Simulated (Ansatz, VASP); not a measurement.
# Two plane-wave programs on SnTe

```
Sn Te
1.0
     5.39676    0.00000    0.00000
    -2.69838    4.67373    0.00000
     0.00000    0.00000    6.48780
Sn Te
2 2
Direct
  0.33333 0.66667 0.95402
  0.66667 0.33333 0.45402
  0.33333 0.66667 0.42098
  0.66667 0.33333 0.92098
```

Alike in both runs: task single point; functional PBE; k mesh 6 × 6 × 4; no spin polarisation.

|  | VASP | Ansatz |
| --- | --- | --- |
| version | VASP 6.6.1 | Ansatz 0.2.0 |
| potentials or method | VASP PAW PBE potentials, release 64 (Sn_d, Te) | plane waves, PAW |
| plane-wave cutoff (eV) | 520 | 420 |
| occupations | gaussian, width 0.01 eV | fixed |
| valence electrons in the cell | 40 | 60 |

```tsv
	VASP	Ansatz	Ansatz less VASP
gap on the k mesh at the Fermi level (eV)	0.63	0.63	+0.002
```

VASP's potentials hold 40 valence electrons a cell and Ansatz's 60, so a difference there can come from the potentials and not from the codes.

Spin-orbit coupling is off throughout.
